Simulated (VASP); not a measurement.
# CdIn2O4 (Fd-3m) in VASP: dielectric tensor with PBE

Aim: the dielectric tensor of CdIn2O4 with PBE.

Program: VASP 6.6.1. These are calculated values, not measurements. Logs are shortened: lines on timing, memory, paths and dates and some standing lists are left out, and cuts for length are marked.

## Step 1: The cell of the first run

The structure is cubic, space group Fd-3m (No. 227). The conventional cell has a = 9.201 Å, b = 9.201 Å, c = 9.201 Å, α = 90.00°, β = 90.00°, γ = 90.00°. Within 2.9 Å of Cd (site symmetry -43m) lie 4 O at 2.20 Å. Within 2.9 Å of In (site symmetry -3m) lie 6 O at 2.19 Å. O (site symmetry 3m) has 3 In at 2.19 Å and 1 Cd at 2.20 Å within 2.9 Å.

## Step 2: Dielectric tensor, PBE

Contents of INCAR:

```
ALGO     = Normal         # electronic algorithm
EDIFF    = 1E-8           # SCF threshold, eV
ENCUT    = 520            # plane-wave cutoff, eV
GGA      = PE             # functional
GGA_COMPAT= False        
ISIF     = 2              # what is computed and relaxed
ISMEAR   = 0              # smearing method
KPAR     = 4            
LASPH    = True           # aspherical terms in the spheres
LCHARG   = False          # write CHGCAR
LEPSILON = True           # dielectric tensor by DFPT
LREAL    = False          # projectors in reciprocal space
LWAVE    = False          # write WAVECAR
NELM     = 120            # most SCF steps
PREC     = Accurate       # precision mode
SIGMA    = 0.01           # smearing width, eV
```

Contents of KPOINTS:

```
k-points
0
Gamma
  4 4 4
```

Contents of POSCAR:

```
CdIn2O4
1.0
    0.0000000000      4.6003628490      4.6003628490
    4.6003628490      0.0000000000      4.6003628490
    4.6003628490      4.6003628490      0.0000000000
Cd In O
2 4 8
Direct
    0.0000000000      0.0000000000      0.0000000000
    0.2500000000      0.2500000000      0.2500000000
    0.6250000000      0.6250000000      0.6250000000
    0.1250000000      0.6250000000      0.6250000000
    0.6250000000      0.6250000000      0.1250000000
    0.6250000000      0.1250000000      0.6250000000
    0.8618762711      0.8618762711      0.8618762711
    0.8356288134      0.3881237289      0.3881237289
    0.8618762711      0.8618762711      0.4143711866
    0.3881237289      0.8356288134      0.3881237289
    0.4143711866      0.8618762711      0.8618762711
    0.3881237289      0.3881237289      0.3881237289
    0.8618762711      0.4143711866      0.8618762711
    0.3881237289      0.3881237289      0.8356288134
```

Potentials or basis: VASP PAW PBE potentials, release 64 (Cd, In_d, O).

The run is started by

```sh
cat potpaw_PBE.64/Cd/POTCAR potpaw_PBE.64/In_d/POTCAR potpaw_PBE.64/O/POTCAR > POTCAR
mpirun -np 4 vasp_std > vasp.out
```

OUTCAR:

```text
EDIFF = 1E-8
   ENCUT = 520
   GGA = PE
   ISIF = 2
   ISMEAR = 0
   LASPH = True
   LEPSILON = True
   LREAL = False
   NELM = 120
   PREC = Accurate

 ion  position               nearest neighbor table
   1  0.000  0.000  0.000-   9 2.20  11 2.20  13 2.20   7 2.20   4 3.81   5 3.81   3 3.81   4 3.81
                             6 3.81   4 3.81   5 3.81   6 3.81   3 3.81   5 3.81   6 3.81   3 3.81
   2  0.250  0.250  0.250-   8 2.20  10 2.20  14 2.20  12 2.20   5 3.81   6 3.81   4 3.81   3 3.81
                             4 3.81   6 3.81   3 3.81   4 3.81   5 3.81   3 3.81   5 3.81   6 3.81
   3  0.625  0.625  0.625-   8 2.19   9 2.19  10 2.19  11 2.19  13 2.19  14 2.19   4 3.25   5 3.25
                             6 3.25   5 3.25   6 3.25   4 3.25   1 3.81   2 3.81   1 3.81   2 3.81
   4  0.125  0.625  0.625-   7 2.19  12 2.19  10 2.19   9 2.19  13 2.19  14 2.19   3 3.25   5 3.25
                             6 3.25   3 3.25   5 3.25   6 3.25   2 3.81   1 3.81   2 3.81   2 3.81
   5  0.625  0.625  0.125-   7 2.19  12 2.19  10 2.19  11 2.19   8 2.19  13 2.19   3 3.25   3 3.25
                             4 3.25   6 3.25   6 3.25   4 3.25   2 3.81   2 3.81   1 3.81   1 3.81
   6  0.625  0.125  0.625-   7 2.19  12 2.19   9 2.19  11 2.19   8 2.19  14 2.19   3 3.25   5 3.25
                             3 3.25   4 3.25   5 3.25   4 3.25   2 3.81   2 3.81   2 3.81   1 3.81
   7  0.862  0.862  0.862-   4 2.19   5 2.19   6 2.19   1 2.20
   8  0.836  0.388  0.388-   3 2.19   5 2.19   6 2.19   2 2.20
   9  0.862  0.862  0.414-   3 2.19   4 2.19   6 2.19   1 2.20
  10  0.388  0.836  0.388-   3 2.19   4 2.19   5 2.19   2 2.20
  11  0.414  0.862  0.862-   3 2.19   5 2.19   6 2.19   1 2.20
  12  0.388  0.388  0.388-   4 2.19   5 2.19   6 2.19   2 2.20
  13  0.862  0.414  0.862-   3 2.19   4 2.19   5 2.19   1 2.20
  14  0.388  0.388  0.836-   3 2.19   4 2.19   6 2.19   2 2.20

  LATTYP: Found a face centered cubic cell.
 ALAT       =     9.2007256980

  Lattice vectors:

 A1 = (   0.0000000000,   4.6003628490,   4.6003628490)
 A2 = (   4.6003628490,   0.0000000000,   4.6003628490)
 A3 = (   4.6003628490,   4.6003628490,   0.0000000000)

Analysis of symmetry for initial positions (statically):
=====================================================================
 Subroutine PRICEL returns:
 Original cell was already a primitive cell.

 Routine SETGRP: Setting up the symmetry group for a
 face centered cubic supercell.

 Subroutine GETGRP returns: Found 48 space group operations
 (whereof 24 operations were pure point group operations)
 out of a pool of 48 trial point group operations.

The static configuration has the point symmetry T_d .
 The point group associated with its full space group is O_h .

Analysis of symmetry for dynamics (positions and initial velocities):
=====================================================================
 Subroutine PRICEL returns:
 Original cell was already a primitive cell.

 Routine SETGRP: Setting up the symmetry group for a
 face centered cubic supercell.

 Subroutine GETGRP returns: Found 48 space group operations
 (whereof 24 operations were pure point group operations)
 out of a pool of 48 trial point group operations.

The dynamic configuration has the point symmetry T_d .
 The point group associated with its full space group is O_h .

 Subroutine INISYM returns: Found 48 space group operations
 (whereof 24 operations are pure point group operations),
 and found     1 'primitive' translations

----------------------------------------------------------------------------------------

                                     Primitive cell

  volume of cell :     194.7181

  direct lattice vectors                    reciprocal lattice vectors
     0.000000000  4.600362849  4.600362849    -0.108687079  0.108687079  0.108687079
     4.600362849  0.000000000  4.600362849     0.108687079 -0.108687079  0.108687079
     4.600362849  4.600362849  0.000000000     0.108687079  0.108687079 -0.108687079

  length of vectors
     6.505895533  6.505895533  6.505895533     0.188251543  0.188251543  0.188251543

  position of ions in fractional coordinates (direct lattice)
     0.000000000  0.000000000  0.000000000
     0.250000000  0.250000000  0.250000000
     0.625000000  0.625000000  0.625000000
     0.125000000  0.625000000  0.625000000
     0.625000000  0.625000000  0.125000000
     0.625000000  0.125000000  0.625000000
     0.861876271  0.861876271  0.861876271
     0.835628813  0.388123729  0.388123729
     0.861876271  0.861876271  0.414371187
     0.388123729  0.835628813  0.388123729
     0.414371187  0.861876271  0.861876271
     0.388123729  0.388123729  0.388123729
     0.861876271  0.414371187  0.861876271
     0.388123729  0.388123729  0.835628813

  ion indices of the primitive-cell ions
[... 118 lines left out ...]

 k-point     1 :       0.0000    0.0000    0.0000
  band No.  band energies     occupation
      1     -13.8719      2.00000
      2     -13.2722      2.00000
      3     -13.2722      2.00000
      4     -13.2722      2.00000
      5     -12.9836      2.00000
      6     -12.7405      2.00000
[... 605 lines left out ...]
     73      12.9546      0.00000
     74      12.9546      0.00000

  FORCE on cell =-STRESS in cart. coord.  units (eV):
  Direction    XX          YY          ZZ          XY          YZ          ZX
  --------------------------------------------------------------------------------------
  -------------------------------------------------------------------------------------
  Total        7.4711871      7.4711871      7.4711871      0.0000000      0.0000000     -0.0000000
  in kB       61.4743487     61.4743487     61.4743487      0.0000000      0.0000000     -0.0000000
  external PRESSURE =      61.4743487 kB  Pullay stress =       0.0000000 kB

 VOLUME and BASIS-vectors are now :
 -----------------------------------------------------------------------------
  energy-cutoff  :      520.00
  volume of cell :      194.72
      direct lattice vectors                 reciprocal lattice vectors
     0.000000000  4.600362849  4.600362849    -0.108687079  0.108687079  0.108687079
     4.600362849  0.000000000  4.600362849     0.108687079 -0.108687079  0.108687079
     4.600362849  4.600362849  0.000000000     0.108687079  0.108687079 -0.108687079

 POSITION                                       TOTAL-FORCE (eV/Angst)
 -----------------------------------------------------------------------------------
      0.00000      0.00000      0.00000        -0.000000     -0.000000      0.000000
      2.30018      2.30018      2.30018        -0.000000      0.000000      0.000000
      5.75045      5.75045      5.75045        -0.000000     -0.000000      0.000000
      5.75045      3.45027      3.45027        -0.000000      0.000000      0.000000
      3.45027      3.45027      5.75045        -0.000000     -0.000000      0.000000
      3.45027      5.75045      3.45027        -0.000000      0.000000      0.000000
      7.92989      7.92989      7.92989         0.091470      0.091470      0.091470
      3.57102      5.62971      5.62971        -0.091470      0.091470      0.091470
      5.87120      5.87120      7.92989        -0.091470     -0.091470      0.091470
      5.62971      3.57102      5.62971         0.091470     -0.091470      0.091470
      7.92989      5.87120      5.87120         0.091470     -0.091470     -0.091470
      3.57102      3.57102      3.57102        -0.091470     -0.091470     -0.091470
      5.87120      7.92989      5.87120        -0.091470      0.091470     -0.091470
      5.62971      5.62971      3.57102         0.091470      0.091470     -0.091470
 -----------------------------------------------------------------------------------
    total drift:                                0.000000      0.000000      0.000000

  FREE ENERGIE OF THE ION-ELECTRON SYSTEM (eV)
  ---------------------------------------------------
  free  energy   TOTEN  =       -71.5298866845 eV

  energy  without entropy=      -71.5298866845  energy(sigma->0) =      -71.52988668

 HEAD OF MICROSCOPIC STATIC DIELECTRIC TENSOR (INDEPENDENT PARTICLE, excluding Hartree and local field effects)
 ------------------------------------------------------
           5.237988     0.000000     0.000000
          -0.000000     5.237988    -0.000000
           0.000000    -0.000000     5.237988
 ------------------------------------------------------

 Free energy of the ion-electron system (eV)
  ---------------------------------------------------
  ---------------------------------------------------
  free energy    TOTEN  =        -2.35100491 eV

  energy without entropy =       -2.35100491

------------------------ aborting loop because EDIFF is reached ----------------------------------------

--------------------------------------- Ionic step        2  -------------------------------------------

------------------------ aborting loop because EDIFF is reached ----------------------------------------

--------------------------------------- Ionic step        3  -------------------------------------------

 Free energy of the ion-electron system (eV)
  ---------------------------------------------------
  ---------------------------------------------------
  free energy    TOTEN  =        -2.35100615 eV

  energy without entropy =       -2.35100615

------------------------ aborting loop because EDIFF is reached ----------------------------------------

 PIEZOELECTRIC TENSOR FIELD DIRECTION 3  (e Angst)
 -----------------------------------------------------------------------------
     0.00263 -0.00000  0.00000           ( -0.00002  0.00000  0.00000)
     0.00000  0.00263  0.00000           (  0.00000 -0.00002  0.00000)
     0.00000  0.00000 -0.00563           (  0.00000  0.00000 -0.00005)

 PIEZOELECTRIC TENSOR FIELD DIRECTION 3  (C/m^2)
 -----------------------------------------------------------------------------
     0.00022 -0.00000  0.00000
     0.00000  0.00022  0.00000
     0.00000  0.00000 -0.00046

 MACROSCOPIC STATIC DIELECTRIC TENSOR (including local field effects in DFT)
 ------------------------------------------------------
           5.127412    -0.000000     0.000000
           0.000000     5.127412    -0.000000
           0.000000     0.000000     5.127412
 ------------------------------------------------------

 PIEZOELECTRIC TENSOR (including local field effects)  for field in x, y, z        (e  Angst)
          XX          YY          ZZ          XY          YZ          ZX
  --------------------------------------------------------------------------------
  x     0.00000     0.00000    -0.00000     0.00000    -0.00000     0.00000
  y     0.00000     0.00000     0.00000     0.00000     0.00000     0.00000
  z     0.00000    -0.00000     0.00000     0.00000     0.00000    -0.00000

 PIEZOELECTRIC TENSOR (including local field effects)  for field in x, y, z        (C/m^2)
          XX          YY          ZZ          XY          YZ          ZX
  --------------------------------------------------------------------------------
  x     0.00000     0.00000    -0.00000     0.00000    -0.00000     0.00000
  y     0.00000     0.00000     0.00000     0.00000     0.00000     0.00000
  z     0.00000    -0.00000     0.00000     0.00000     0.00000    -0.00000

 BORN EFFECTIVE CHARGES (including local field effects) (in |e|, cummulative output)
 ---------------------------------------------------------------------------------
 ion    1
    1     2.48989     0.00000    -0.00000
    2    -0.00000     2.48989    -0.00000
    3     0.00000     0.00000     2.48989
 ion    2
    1     2.48989    -0.00000    -0.00000
    2    -0.00000     2.48989    -0.00000
    3     0.00000     0.00000     2.48989
 ion    3
    1     3.07210     0.30742     0.30742
    2     0.30742     3.07210     0.30742
    3     0.30742     0.30742     3.07210
 ion    4
    1     3.07210    -0.30742    -0.30742
    2    -0.30742     3.07210     0.30742
    3    -0.30742     0.30742     3.07210
 ion    5
[... 24 lines left out ...]
    1    -2.15852     0.15565     0.15565
    2     0.15565    -2.15852    -0.15565
    3     0.15565    -0.15565    -2.15852
 ion   12
    1    -2.15852    -0.15565    -0.15565
    2    -0.15565    -2.15852    -0.15565
    3    -0.15565    -0.15565    -2.15852
 ion   13
    1    -2.15852     0.15565    -0.15565
    2     0.15565    -2.15852     0.15565
    3    -0.15565     0.15565    -2.15852
 ion   14
    1    -2.15852    -0.15565     0.15565
    2    -0.15565    -2.15852     0.15565
    3     0.15565     0.15565    -2.15852
```

Run time: 16 min. Hardware: 4 MPI ranks of AMD EPYC 7R43 (Zen 3), shared host; peak memory 0.69 GiB.

Results:

```
Band gap on the k mesh                  : 1.06 eV, indirect (least direct gap 1.12 eV)
Electronic dielectric tensor (diagonal) : 5.13
Born charges (mean of the diagonal)     : Cd +2.49; In +3.07; O -2.16 e
```

Levels at points of the mesh, in eV from the valence-band top:
| k point | band 60 | band 61 | band 62 | band 63 | band 64 | band 65 |
| --- | --- | --- | --- | --- | --- | --- |
| (0.00, 0.00, 0.00) | -0.10 | -0.06 | -0.06 | 1.06 | 5.06 | 5.74 |
| (0.50, 0.00, 0.00) | -0.30 | 0.00 | 0.00 | 3.76 | 3.93 | 5.97 |
| (0.50, 0.50, 0.00) | -0.20 | -0.08 | -0.08 | 4.55 | 4.55 | 6.04 |

Electronic dielectric tensor:
```
5.13 0.00 0.00
0.00 5.13 0.00
0.00 0.00 5.13
```

Born effective charge tensors (e):
atom 1, Cd
```
2.49 0.00 0.00
0.00 2.49 0.00
0.00 0.00 2.49
```
atom 2, Cd
```
2.49 0.00 0.00
0.00 2.49 0.00
0.00 0.00 2.49
```
atom 3, In
```
3.07 0.31 0.31
0.31 3.07 0.31
0.31 0.31 3.07
```
atom 4, In
```
 3.07 -0.31 -0.31
-0.31  3.07  0.31
-0.31  0.31  3.07
```
atom 5, In
```
 3.07  0.31 -0.31
 0.31  3.07 -0.31
-0.31 -0.31  3.07
```
atom 6, In
```
 3.07 -0.31  0.31
-0.31  3.07 -0.31
 0.31 -0.31  3.07
```
atom 7, O
```
-2.16 -0.16 -0.16
-0.16 -2.16 -0.16
-0.16 -0.16 -2.16
```
atom 8, O
```
-2.16  0.16  0.16
 0.16 -2.16 -0.16
 0.16 -0.16 -2.16
```
atom 9, O
```
-2.16 -0.16  0.16
-0.16 -2.16  0.16
 0.16  0.16 -2.16
```
atom 10, O
```
-2.16  0.16 -0.16
 0.16 -2.16  0.16
-0.16  0.16 -2.16
```
atom 11, O
```
-2.16  0.16  0.16
 0.16 -2.16 -0.16
 0.16 -0.16 -2.16
```
atom 12, O
```
-2.16 -0.16 -0.16
-0.16 -2.16 -0.16
-0.16 -0.16 -2.16
```
atom 13, O
```
-2.16  0.16 -0.16
 0.16 -2.16  0.16
-0.16  0.16 -2.16
```
atom 14, O
```
-2.16 -0.16  0.16
-0.16 -2.16  0.16
 0.16  0.16 -2.16
```

Caveat: spin-orbit coupling is left out, which moves the levels of the heavy elements.
